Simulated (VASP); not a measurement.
# Ti2SeS (P-6m2) in VASP: further runs

Ti2SeS is run at these levels: r2SCAN, PBE; tasks: single point, relaxation of shape and atoms at fixed volume.

All numbers are computed with VASP 6.6.1; they aren't measurements. Logs are shortened: lines on timing, memory, paths and dates and some standing lists are left out, and cuts for length are marked.

## 1. The cell of the first run

Symmetry: P-6m2, No. 187, hexagonal system. The conventional cell has a = 3.342 Å, b = 3.342 Å, c = 6.627 Å, α = 90.00°, β = 90.00°, γ = 120.00°. Ti (site symmetry 3m) has 3 S at 2.49 Å and 3 Se at 2.60 Å and 1 Ti at 3.15 Å within 3.3 Å. Within 3.4 Å of Se (site symmetry -6m2) lie 6 Ti at 2.60 Å and 2 S at 3.31 Å and 6 Se at 3.34 Å. Within 3.3 Å of S (site symmetry -6m2) lie 6 Ti at 2.49 Å.

## 2. Single point, r2SCAN

POSCAR reads:

```
Ti2SeS
1.0
    3.3421751103      0.0000000000      0.0000000000
   -1.6710875552      2.8944085494      0.0000000000
    0.0000000000      0.0000000000      6.6269985836
Ti Se S
2 1 1
Direct
    0.0000000000      0.0000000000      0.2379978993
    0.0000000000      0.0000000000      0.7620021007
    0.3333333333      0.6666666667      0.5000000000
    0.3333333333      0.6666666667      0.0000000000
```

INCAR.step1 reads:

```
PREC = Accurate
ENCUT = 520
ISMEAR = 0
SIGMA = 0.1
LREAL = F
LASPH = T
NELM = 60
NBANDS = 26
GGA = PE
ALGO = Normal
EDIFF = 1E-4
LWAVE = T
LCHARG = F
```

INCAR.step2 reads:

```
PREC = Accurate
ENCUT = 520
EDIFF = 1E-6
ISMEAR = 0
SIGMA = 0.1
LREAL = F
LASPH = T
NELM = 60
ALGO = Normal
ISIF = 2
LWAVE = F
LCHARG = F
METAGGA = R2SCAN
LMIXTAU = T
NBANDS = 26
ISTART = 1
```

KPOINTS reads:

```
Automatic mesh
0
Gamma
  12 12 6
```

Potentials or basis: VASP PAW PBE potentials, release 64 (Ti_sv, Se, S).

The run is started by

```bash
> cat potpaw_PBE.64/Ti_sv/POTCAR potpaw_PBE.64/Se/POTCAR potpaw_PBE.64/S/POTCAR > POTCAR
> cp INCAR.step1 INCAR
> mpirun -np 1 vasp_std > vasp.out
> cp INCAR.step2 INCAR
> mpirun -np 1 vasp_std > vasp.out
```

OUTCAR:

```text
PREC = Accurate
   ENCUT = 520
   EDIFF = 1E-6
   ISMEAR = 0
   LREAL = F
   LASPH = T
   NELM = 60
   ISIF = 2
   METAGGA = R2SCAN
   ISTART = 1

 ion  position               nearest neighbor table
   1  0.000  0.000  0.238-   4 2.49   4 2.49   4 2.49   3 2.60   3 2.60   3 2.60
   2  0.000  0.000  0.762-   4 2.49   4 2.49   4 2.49   3 2.60   3 2.60   3 2.60
   3  0.333  0.667  0.500-   1 2.60   2 2.60   1 2.60   2 2.60   1 2.60   2 2.60
   4  0.333  0.667  0.000-   1 2.49   2 2.49   1 2.49   2 2.49   1 2.49   2 2.49

  LATTYP: Found a hexagonal cell.
 ALAT       =     3.3421751103
 C/A-ratio  =     1.9828400263

  Lattice vectors:

 A1 = (   3.3421751103,   0.0000000000,   0.0000000000)
 A2 = (  -1.6710875552,   2.8944085494,   0.0000000000)
 A3 = (   0.0000000000,   0.0000000000,   6.6269985836)

Analysis of symmetry for initial positions (statically):
=====================================================================
 Subroutine PRICEL returns:
 Original cell was already a primitive cell.

 Routine SETGRP: Setting up the symmetry group for a
 hexagonal supercell.

 Subroutine GETGRP returns: Found 12 space group operations
 (whereof 12 operations were pure point group operations)
 out of a pool of 24 trial point group operations.

The static configuration has the point symmetry D_3h.

Analysis of symmetry for dynamics (positions and initial velocities):
=====================================================================
 Subroutine PRICEL returns:
 Original cell was already a primitive cell.

 Routine SETGRP: Setting up the symmetry group for a
 hexagonal supercell.

 Subroutine GETGRP returns: Found 12 space group operations
 (whereof 12 operations were pure point group operations)
 out of a pool of 24 trial point group operations.

The dynamic configuration has the point symmetry D_3h.

 Subroutine INISYM returns: Found 12 space group operations
 (whereof 12 operations are pure point group operations),
 and found     1 'primitive' translations

----------------------------------------------------------------------------------------

                                     Primitive cell

  volume of cell :      64.1071

  direct lattice vectors                    reciprocal lattice vectors
     3.342175110  0.000000000  0.000000000     0.299206345  0.172746864  0.000000000
    -1.671087555  2.894408549  0.000000000     0.000000000  0.345493728  0.000000000
     0.000000000  0.000000000  6.626998584     0.000000000  0.000000000  0.150897874

  length of vectors
     3.342175110  3.342175110  6.626998584     0.345493728  0.345493728  0.150897874

  position of ions in fractional coordinates (direct lattice)
     0.000000000  0.000000000  0.237997899
     0.000000000  0.000000000  0.762002101
     0.333333333  0.666666667  0.500000000
     0.333333333  0.666666667  0.000000000

  ion indices of the primitive-cell ions
   primitive index   ion index
                 1           1
                 2           2
                 3           3
                 4           4

----------------------------------------------------------------------------------------

 KPOINTS: Automatic mesh

Automatic generation of k-mesh.
 Grid dimensions read from file:
 generate k-points for:   12   12    6

 Generating k-lattice:

  Cartesian coordinates                     Fractional coordinates (reciprocal lattice)
     0.024933862  0.014395572  0.000000000     0.083333333 -0.000000000  0.000000000
     0.000000000  0.028791144  0.000000000     0.000000000  0.083333333  0.000000000
     0.000000000  0.000000000  0.025149646     0.000000000  0.000000000  0.166666667

  Length of vectors
     0.028791144  0.028791144  0.025149646

  Shift w.r.t. Gamma in fractional coordinates (k-lattice)
     0.000000000  0.000000000  0.000000000

 Subroutine IBZKPT returns following result:
 ===========================================

 Found     76 irreducible k-points:

 Following reciprocal coordinates:
            Coordinates               Weight
  0.000000  0.000000  0.000000      1.000000
  0.083333  0.000000  0.000000      6.000000
  0.166667  0.000000  0.000000      6.000000
  0.250000  0.000000  0.000000      6.000000
  0.333333  0.000000  0.000000      6.000000
  0.416667  0.000000  0.000000      6.000000
[... 16 lines left out ...]
  0.250000  0.000000  0.166667     12.000000
  0.333333  0.000000  0.166667     12.000000
 [... further k-points ...]
   k-points           NKPTS =     76   k-points in BZ     NKDIM =     76   number of bands    NBANDS=     26
   number of dos      NEDOS =    301   number of ions     NIONS =      4
   total plane-waves  NPLWV =  39200
   dimension x,y,z NGX =    28 NGY =   28 NGZ =   50
   dimension x,y,z NGXF=    56 NGYF=   56 NGZF=  100
   ions per type =               2   1   1
   NGX,Y,Z   is equivalent  to a cutoff of  13.93, 13.93, 12.54 a.u.
   NGXF,Y,Z  is equivalent  to a cutoff of  27.86, 27.86, 25.09 a.u.
 SYSTEM =  unknown system
   PREC   = accura    normal or accurate (medium, high low for compatibility)
   ISTART =      1    job   : 0-new  1-cont  2-samecut
   ICHARG =      0    charge: 1-file 2-atom 10-const
   ISPIN  =      1    spin polarized calculation?
   LNONCOLLINEAR =      F non collinear calculations
   LSORBIT =      F    spin-orbit coupling
   LASPH  =      T    aspherical Exc in radial PAW
   ENCUT  =  520.0 eV  38.22 Ry    6.18 a.u.   6.21  6.21 12.32*2*pi/ulx,y,z
   NELM   =     60;   NELMIN=  2; NELMDL=  0     # of ELM steps
   EDIFF  = 0.1E-05   stopping-criterion for ELM
   LREAL  =      F    real-space projection
   EDIFFG = 0.1E-04   stopping-criterion for IOM
   NSW    =      0    number of steps for IOM
   IBRION =     -1    ionic relax: 0-MD 1-quasi-New 2-CG
   NFREE  =      0    steps in history (QN), initial steepest desc. (CG)
   ISIF   =      2    stress and relaxation
   ISYM   =      2    0-nonsym 1-usesym 2-fastsym
   POTIM  = 0.5000    time-step for ionic-motion
   TEBEG  =    0.0;   TEEND  =   0.0 temperature during run
   PSTRESS=    0.0 pullay stress
   NELECT =      36.0000    total number of electrons
   NUPDOWN=      -1.0000    fix difference up-down
   EMIN   =  10.00;   EMAX   =-10.00  energy-range for DOS
   EFERMI =   0.00;   METHOD = LEGACY
   ISMEAR =     0;   SIGMA  =   0.10  broadening in eV -4-tet -1-fermi 0-gaus
   EFERMI_NEDOS =   21; number of points for ismear=-14 and -15
   IALGO  =     38    algorithm
   IMIX   =      4    mixing-type and parameters
     AMIX     =   0.40;   BMIX     =  1.00
     AMIX_MAG =   1.60;   BMIX_MAG =  1.00
  volume/ion in A,a.u.               =      16.03       108.15
  Fermi-wavevector in a.u.,A,eV,Ry     =   1.350642  2.552344 24.820220  1.824235
  Thomas-Fermi vector in A             =   2.478130
   LORBIT       =      0    0 simple, 1 ext, 2 COOP (PROOUT), +10 PAW based schemes
   METAGGA = R2SCAN    functional components
   LHFCALC =     F    Hartree Fock is set to
   AEXX    =    0.0000 exact exchange contribution
   IVDW    =     0    specifies the selected vdW correction
   LEPSILON=     F    determine dielectric tensor
   LRPA    =     F    only Hartree local field effects (RPA)
 non-spin polarized calculation
 Gauss-broadening in eV      SIGMA  =   0.10
  energy-cutoff  :      520.00
  volume of cell :       64.11
 maximum number of plane-waves:      1765
 NGX is ok and might be reduce to    28
   NGX = 13   NGY = 13   NGZ = 25

 number of electron      36.0000001 magnetization

 Free energy of the ion-electron system (eV)
  ---------------------------------------------------
  ext. energy  EPLUGINS =         0.00000000
  ---------------------------------------------------
  free energy    TOTEN  =       -54.04289019 eV

  energy without entropy =      -54.03944132  energy(sigma->0) =      -54.04116575

 E-fermi :   9.2009     XC(G=0): -12.2389

 val. band max:        9.1827191342   @ k =   0.0000   0.0000   0.3333
 cond. band min:       9.2133888079   @ k =   0.0833   0.0000   0.1667
 fundamental gap:      0.0306696737
 Fermi energy:         9.2009150742

 k-point     1 :       0.0000    0.0000    0.0000
  band No.  band energies     occupation
      1     -50.6227      2.00000
      2     -50.6108      2.00000
      3     -26.0623      2.00000
      4     -25.9043      2.00000
      5     -25.7406      2.00000
      6     -25.7405      2.00000
[... 18 lines left out ...]
     25      11.8189      0.00000
     26      11.8189      0.00000

 k-point     2 :       0.0833    0.0000    0.0000
  band No.  band energies     occupation
      1     -50.6216      2.00000
      2     -50.6097      2.00000
      3     -26.0593      2.00000
      4     -25.9026      2.00000
      5     -25.7520      2.00000
      6     -25.7431      2.00000
[... 18 lines left out ...]
     25      11.5340      0.00000
     26      11.7280      0.00000

 k-point     3 :       0.1667    0.0000    0.0000
  band No.  band energies     occupation
      1     -50.6185      2.00000
      2     -50.6068      2.00000
      3     -26.0510      2.00000
      4     -25.8982      2.00000
      5     -25.7832      2.00000
      6     -25.7650      2.00000
[... 18 lines left out ...]
     25      11.4830      0.00000
     26      11.9044      0.00000

 k-point     4 :       0.2500    0.0000    0.0000
  band No.  band energies     occupation
      1     -50.6144      2.00000
      2     -50.6028      2.00000
      3     -26.0398      2.00000
      4     -25.8922      2.00000
      5     -25.8255      2.00000
      6     -25.8034      2.00000
[... 18 lines left out ...]
     25      11.5767      0.00000
     26      12.4645      0.00000

 k-point     5 :       0.3333    0.0000    0.0000
  band No.  band energies     occupation
      1     -50.6102      2.00000
      2     -50.5988      2.00000
      3     -26.0285      2.00000
      4     -25.8861      2.00000
      5     -25.8676      2.00000
      6     -25.8416      2.00000
[... 18 lines left out ...]
     25      12.0294      0.00000
     26      12.9388      0.00000

 k-point     6 :       0.4167    0.0000    0.0000
  band No.  band energies     occupation
      1     -50.6071      2.00000
      2     -50.5958      2.00000
      3     -26.0203      2.00000
      4     -25.8981      2.00000
      5     -25.8817      2.00000
      6     -25.8694      2.00000
[... 427 lines left out ...]
 k-point    21 :       0.0833    0.0000    0.1667
  band No.  band energies     occupation
      1     -50.6210      2.00000
      2     -50.6103      2.00000
      3     -26.0505      2.00000
      4     -25.9116      2.00000
      5     -25.7512      2.00000
      6     -25.7423      2.00000
[... 18 lines left out ...]
     25      11.6877      0.00000
     26      11.8772      0.00000

 k-point    22 :       0.1667    0.0000    0.1667
  band No.  band energies     occupation
      1     -50.6180      2.00000
      2     -50.6073      2.00000
      3     -26.0426      2.00000
      4     -25.9070      2.00000
      5     -25.7822      2.00000
      6     -25.7660      2.00000
[... 18 lines left out ...]
     25      11.6927      0.00000
     26      11.9744      0.00000

 k-point    23 :       0.2500    0.0000    0.1667
  band No.  band energies     occupation
      1     -50.6138      2.00000
      2     -50.6033      2.00000
      3     -26.0317      2.00000
      4     -25.9006      2.00000
      5     -25.8242      2.00000
      6     -25.8047      2.00000
[... 18 lines left out ...]
     25      11.5066      0.00000
     26      12.4579      0.00000

 k-point    24 :       0.3333    0.0000    0.1667
  band No.  band energies     occupation
      1     -50.6096      2.00000
      2     -50.5993      2.00000
      3     -26.0207      2.00000
      4     -25.8943      2.00000
      5     -25.8659      2.00000
      6     -25.8431      2.00000
[... 18 lines left out ...]
     25      11.8467      0.00000
     26      12.8245      0.00000

 [... further k-points ...]

------------------------ aborting loop because EDIFF is reached ----------------------------------------

  FORCE on cell =-STRESS in cart. coord.  units (eV):
  Direction    XX          YY          ZZ          XY          YZ          ZX
  --------------------------------------------------------------------------------------
  -------------------------------------------------------------------------------------
  Total       -0.0884897     -0.0884897     -0.2788381      0.0000000      0.0000000     -0.0000000
  in kB       -2.2115531     -2.2115531     -6.9687813      0.0000000      0.0000000     -0.0000000
  external PRESSURE =      -3.7972959 kB  Pullay stress =       0.0000000 kB

 VOLUME and BASIS-vectors are now :
 -----------------------------------------------------------------------------
  energy-cutoff  :      520.00
  volume of cell :       64.11
      direct lattice vectors                 reciprocal lattice vectors
     3.342175110  0.000000000  0.000000000     0.299206345  0.172746864  0.000000000
    -1.671087555  2.894408549  0.000000000     0.000000000  0.345493728  0.000000000
     0.000000000  0.000000000  6.626998584     0.000000000  0.000000000  0.150897874

 POSITION                                       TOTAL-FORCE (eV/Angst)
 -----------------------------------------------------------------------------------
      0.00000      0.00000      1.57721        -0.000000      0.000000      0.045942
      0.00000      0.00000      5.04979        -0.000000      0.000000     -0.045942
     -0.00000      1.92961      3.31350         0.000000     -0.000000      0.000000
     -0.00000      1.92961      0.00000         0.000000     -0.000000      0.000000
 -----------------------------------------------------------------------------------
    total drift:                               -0.000000      0.000000     -0.000000

  FREE ENERGIE OF THE ION-ELECTRON SYSTEM (eV)
  ---------------------------------------------------
  free  energy   TOTEN  =       -54.0428901932 eV

  energy  without entropy=      -54.0394413156  energy(sigma->0) =      -54.04116575
```

It took 3.4 min on 1 thread of Intel Xeon 6975P-C (Granite Rapids), shared host; peak memory 0.28 GiB.

What came out:

```yaml
Free_energy: -54.0429 eV
Pressure: -0.4 GPa
Largest_force: 0.046 eV/Å
Band_gap_on_the_k_mesh: zero (band 18 reaches 9.36 eV, above the bottom of band 19 at 9.12 eV)
```

Forces on the atoms (eV/Å):
```
Ti   0.000  0.000  0.046
Ti   0.000  0.000 -0.046
Se   0.000  0.000  0.000
S    0.000  0.000  0.000
```

Levels at points of the mesh, in eV from the Fermi level:
| k point | band 16 | band 17 | band 18 | band 19 | band 20 | band 21 |
| --- | --- | --- | --- | --- | --- | --- |
| (0.00, 0.00, 0.00) | -2.28 | -2.14 | -0.07 | -0.07 | 1.25 | 1.25 |
| (0.50, 0.00, 0.00) | -3.00 | -1.81 | -0.83 | 0.83 | 1.88 | 1.97 |
| (0.00, 0.00, 0.50) | -2.32 | -0.31 | 0.16 | 0.16 | 0.26 | 0.26 |
| (0.50, 0.00, 0.50) | -3.35 | -1.13 | -0.89 | 1.23 | 1.59 | 1.62 |

Caveat: the PAW data sets were made with another functional, which shifts forces and pressure a little.

(Continued in part 2 of 2.)
